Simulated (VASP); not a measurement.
# Ce (Fm-3m) in VASP: a series of runs

Ce is run at these levels: LDA; tasks: single point.

All numbers are computed with VASP 6.6.1; they aren't measurements. Logs are shortened: lines on timing, memory, paths and dates and some standing lists are left out, and cuts for length are marked.

**1. The cell of the first run**

Symmetry: Fm-3m, No. 225, cubic system. The conventional cell has a = 4.530 Å, b = 4.530 Å, c = 4.530 Å, α = 90.00°, β = 90.00°, γ = 90.00°. Ce (site symmetry m-3m) has 12 Ce at 3.20 Å within 4.2 Å.

**2. Single point, LDA**

INCAR

```
PREC = Accurate ; ENCUT = 500
EDIFF = 1E-6 ; ISMEAR = -1
SIGMA = 0.1 ; LREAL = False
LASPH = True ; NELM = 200
ALGO = Normal ; ISIF = 2
LWAVE = False ; LCHARG = False
GGA = CA ; NBANDS = 12
GGA_COMPAT = False ; LMAXMIX = 6
```

KPOINTS

```
Automatic mesh
0
Gamma
  10 10 10
```

POSCAR

```
Ce
1.0
    0.0000000000      2.2649297842      2.2649297842
    2.2649297842      0.0000000000      2.2649297842
    2.2649297842      2.2649297842      0.0000000000
Ce
1
Direct
    0.0000000000      0.0000000000      0.0000000000
```

Potentials or basis: VASP PAW LDA potentials, release 64 (Ce).

The run is started by

```console
cat potpaw_LDA.64/Ce/POTCAR > POTCAR
mpirun -np 1 vasp_std > vasp.out
```

OUTCAR:

```text
PREC = Accurate
   ENCUT = 500
   EDIFF = 1E-6
   ISMEAR = -1
   LREAL = False
   LASPH = True
   NELM = 200
   ISIF = 2
   GGA = CA

 ion  position               nearest neighbor table
   1  0.000  0.000  0.000-

  LATTYP: Found a face centered cubic cell.
 ALAT       =     4.5298595684

  Lattice vectors:

 A1 = (   0.0000000000,   2.2649297842,   2.2649297842)
 A2 = (   2.2649297842,   0.0000000000,   2.2649297842)
 A3 = (   2.2649297842,   2.2649297842,   0.0000000000)

Analysis of symmetry for initial positions (statically):
=====================================================================
 Subroutine PRICEL returns:
 Original cell was already a primitive cell.

 Routine SETGRP: Setting up the symmetry group for a
 face centered cubic supercell.

 Subroutine GETGRP returns: Found 48 space group operations
 (whereof 48 operations were pure point group operations)
 out of a pool of 48 trial point group operations.

The static configuration has the point symmetry O_h .

Analysis of symmetry for dynamics (positions and initial velocities):
=====================================================================
 Subroutine PRICEL returns:
 Original cell was already a primitive cell.

 Routine SETGRP: Setting up the symmetry group for a
 face centered cubic supercell.

 Subroutine GETGRP returns: Found 48 space group operations
 (whereof 48 operations were pure point group operations)
 out of a pool of 48 trial point group operations.

The dynamic configuration has the point symmetry O_h .

 Subroutine INISYM returns: Found 48 space group operations
 (whereof 48 operations are pure point group operations),
 and found     1 'primitive' translations

----------------------------------------------------------------------------------------

                                     Primitive cell

  volume of cell :      23.2378

  direct lattice vectors                    reciprocal lattice vectors
     0.000000000  2.264929784  2.264929784    -0.220757395  0.220757395  0.220757395
     2.264929784  0.000000000  2.264929784     0.220757395 -0.220757395  0.220757395
     2.264929784  2.264929784  0.000000000     0.220757395  0.220757395 -0.220757395

  length of vectors
     3.203094419  3.203094419  3.203094419     0.382363025  0.382363025  0.382363025

  position of ions in fractional coordinates (direct lattice)
     0.000000000  0.000000000  0.000000000

  ion indices of the primitive-cell ions
   primitive index   ion index
                 1           1

----------------------------------------------------------------------------------------

 KPOINTS: Automatic mesh

Automatic generation of k-mesh.
 Grid dimensions read from file:
 generate k-points for:   10   10   10

 Generating k-lattice:

  Cartesian coordinates                     Fractional coordinates (reciprocal lattice)
    -0.022075740  0.022075740  0.022075740     0.100000000  0.000000000  0.000000000
     0.022075740 -0.022075740  0.022075740     0.000000000  0.100000000  0.000000000
     0.022075740  0.022075740 -0.022075740     0.000000000  0.000000000  0.100000000

  Length of vectors
     0.038236303  0.038236303  0.038236303

  Shift w.r.t. Gamma in fractional coordinates (k-lattice)
     0.000000000  0.000000000  0.000000000

 Subroutine IBZKPT returns following result:
 ===========================================

 Found     47 irreducible k-points:

 Following reciprocal coordinates:
            Coordinates               Weight
  0.000000  0.000000  0.000000      1.000000
  0.100000  0.000000  0.000000      8.000000
  0.200000  0.000000  0.000000      8.000000
  0.300000  0.000000  0.000000      8.000000
  0.400000  0.000000  0.000000      8.000000
  0.500000  0.000000  0.000000      4.000000
[... 16 lines left out ...]
  0.300000  0.300000  0.000000      6.000000
  0.400000  0.300000  0.000000     24.000000
 [... further k-points ...]
   k-points           NKPTS =     47   k-points in BZ     NKDIM =     47   number of bands    NBANDS=     12
   number of dos      NEDOS =    301   number of ions     NIONS =      1
   total plane-waves  NPLWV =  13824
   dimension x,y,z NGX =    24 NGY =   24 NGZ =   24
   dimension x,y,z NGXF=    48 NGYF=   48 NGZF=   48
   ions per type =               1
   NGX,Y,Z   is equivalent  to a cutoff of  12.46, 12.46, 12.46 a.u.
   NGXF,Y,Z  is equivalent  to a cutoff of  24.91, 24.91, 24.91 a.u.
 SYSTEM =  unknown system
   PREC   = accura    normal or accurate (medium, high low for compatibility)
   ISTART =      0    job   : 0-new  1-cont  2-samecut
   ICHARG =      2    charge: 1-file 2-atom 10-const
   ISPIN  =      1    spin polarized calculation?
   LNONCOLLINEAR =      F non collinear calculations
   LSORBIT =      F    spin-orbit coupling
   LASPH  =      T    aspherical Exc in radial PAW
   ENCUT  =  500.0 eV  36.75 Ry    6.06 a.u.   5.84  5.84  5.84*2*pi/ulx,y,z
   NELM   =    200;   NELMIN=  2; NELMDL= -5     # of ELM steps
   EDIFF  = 0.1E-05   stopping-criterion for ELM
   LREAL  =      F    real-space projection
   EDIFFG = 0.1E-04   stopping-criterion for IOM
   NSW    =      0    number of steps for IOM
   IBRION =     -1    ionic relax: 0-MD 1-quasi-New 2-CG
   NFREE  =      0    steps in history (QN), initial steepest desc. (CG)
   ISIF   =      2    stress and relaxation
   ISYM   =      2    0-nonsym 1-usesym 2-fastsym
   POTIM  = 0.5000    time-step for ionic-motion
   TEBEG  =    0.0;   TEEND  =   0.0 temperature during run
   PSTRESS=    0.0 pullay stress
   NELECT =      12.0000    total number of electrons
   NUPDOWN=      -1.0000    fix difference up-down
   EMIN   =  10.00;   EMAX   =-10.00  energy-range for DOS
   EFERMI =   0.00;   METHOD = LEGACY
   ISMEAR =    -1;   SIGMA  =   0.10  broadening in eV -4-tet -1-fermi 0-gaus
   EFERMI_NEDOS =   21; number of points for ismear=-14 and -15
   IALGO  =     38    algorithm
   IMIX   =      4    mixing-type and parameters
     AMIX     =   0.40;   BMIX     =  1.00
     AMIX_MAG =   1.60;   BMIX_MAG =  1.00
  volume/ion in A,a.u.               =      23.24       156.82
  Fermi-wavevector in a.u.,A,eV,Ry     =   1.313421  2.482005 23.471054  1.725074
  Thomas-Fermi vector in A             =   2.443745
   LORBIT       =      0    0 simple, 1 ext, 2 COOP (PROOUT), +10 PAW based schemes
   GGA     = CA    functional components
   LHFCALC =     F    Hartree Fock is set to
   AEXX    =    0.0000 exact exchange contribution
   IVDW    =     0    specifies the selected vdW correction
   LEPSILON=     F    determine dielectric tensor
   LRPA    =     F    only Hartree local field effects (RPA)
 non-spin polarized calculation
  energy-cutoff  :      500.00
  volume of cell :       23.24
 maximum number of plane-waves:       609
   NGX = 11   NGY = 11   NGZ = 11

 number of electron      12.0000000 magnetization

 Free energy of the ion-electron system (eV)
  ---------------------------------------------------
  ext. energy  EPLUGINS =         0.00000000
  ---------------------------------------------------
  free energy    TOTEN  =        -6.93430018 eV

  energy without entropy =       -6.85098653  energy(sigma->0) =       -6.89264336

 E-fermi :  10.6518     XC(G=0): -12.1421

 val. band max:       10.5702269069   @ k =  -0.2000   0.1000   0.0000
 cond. band min:      10.6638758496   @ k =   0.3000   0.0000   0.0000
 fundamental gap:      0.0936489427
 Fermi energy:        10.6518276623

 k-point     1 :       0.0000    0.0000    0.0000
  band No.  band energies     occupation
      1     -24.1367      2.00000
      2      -4.6393      2.00000
      3      -4.6393      2.00000
      4      -4.6393      2.00000
      5       8.2411      2.00000
      6      10.3288      1.92391
      7      11.0913      0.02439
      8      11.0913      0.02439
      9      11.0913      0.02439
     10      12.0227      0.00000
     11      12.0227      0.00000
     12      12.0228      0.00000

 k-point     2 :       0.1000    0.0000    0.0000
  band No.  band energies     occupation
      1     -24.0637      2.00000
      2      -5.1100      2.00000
      3      -4.6909      2.00000
      4      -4.6909      2.00000
      5       8.7479      2.00000
      6      10.1785      1.98257
      7      11.0383      0.04107
      8      11.1086      0.02055
      9      11.1086      0.02055
     10      11.6977      0.00006
     11      11.6977      0.00006
     12      12.0256      0.00000

 k-point     3 :       0.2000    0.0000    0.0000
  band No.  band energies     occupation
      1     -23.8681      2.00000
      2      -6.2142      2.00000
      3      -4.8229      2.00000
      4      -4.8229      2.00000
      5       9.1674      2.00000
      6      10.5416      1.50129
      7      10.9083      0.14284
      8      11.1609      0.01223
      9      11.1609      0.01223
     10      11.4440      0.00073
     11      11.4440      0.00073
     12      12.0330      0.00000
[... 286 lines left out ...]
 k-point    23 :       0.3000    0.3000    0.0000
  band No.  band energies     occupation
      1     -23.4352      2.00000
      2      -7.2165      2.00000
      3      -5.6345      2.00000
      4      -5.6345      2.00000
      5       8.6247      2.00000
      6       8.7310      2.00000
      7      11.3877      0.00127
      8      11.3877      0.00127
      9      11.4370      0.00078
     10      11.5460      0.00026
     11      11.5460      0.00026
     12      11.5952      0.00016

 k-point    24 :       0.4000    0.3000    0.0000
  band No.  band energies     occupation
      1     -23.2586      2.00000
      2      -7.6990      2.00000
      3      -5.9469      2.00000
      4      -5.7817      2.00000
      5       8.2836      2.00000
      6       8.7063      2.00000
      7      11.2794      0.00376
      8      11.3168      0.00259
      9      11.4035      0.00109
     10      11.6094      0.00014
     11      11.6366      0.00011
     12      11.6460      0.00010

 [... further k-points ...]

------------------------ aborting loop because EDIFF is reached ----------------------------------------

  FORCE on cell =-STRESS in cart. coord.  units (eV):
  Direction    XX          YY          ZZ          XY          YZ          ZX
  --------------------------------------------------------------------------------------
  -------------------------------------------------------------------------------------
  Total       -0.0994930     -0.0994930     -0.0994930      0.0000000      0.0000000      0.0000000
  in kB       -6.8597625     -6.8597625     -6.8597625      0.0000000      0.0000000      0.0000000
  external PRESSURE =      -6.8597625 kB  Pullay stress =       0.0000000 kB

 VOLUME and BASIS-vectors are now :
 -----------------------------------------------------------------------------
  energy-cutoff  :      500.00
  volume of cell :       23.24
      direct lattice vectors                 reciprocal lattice vectors
     0.000000000  2.264929784  2.264929784    -0.220757395  0.220757395  0.220757395
     2.264929784  0.000000000  2.264929784     0.220757395 -0.220757395  0.220757395
     2.264929784  2.264929784  0.000000000     0.220757395  0.220757395 -0.220757395

 POSITION                                       TOTAL-FORCE (eV/Angst)
 -----------------------------------------------------------------------------------
      0.00000      0.00000      0.00000        -0.000000      0.000000     -0.000000
 -----------------------------------------------------------------------------------
    total drift:                               -0.000000     -0.000000     -0.000000

  FREE ENERGIE OF THE ION-ELECTRON SYSTEM (eV)
  ---------------------------------------------------
  free  energy   TOTEN  =        -6.9343001832 eV

  energy  without entropy=       -6.8509865320  energy(sigma->0) =       -6.89264336
```

Run time: 9.2 s. Hardware: 1 thread of AMD EPYC 9R45 (Zen 5), shared host; peak memory 0.11 GiB.

Results:

* Free energy: -6.9343 eV
* Pressure: -0.7 GPa
* Band gap on the k mesh: zero (bands 6 and 7 overlap by 0.29 eV)

Caveat: spin-orbit coupling is left out, which moves the levels of the heavy elements; semilocal functionals describe open f shells poorly, which spoils levels, moments and volumes. Spin polarisation is off, so any magnetic state and its effect on volume and gap are missing.

(Part 1 of 2 ends here.)
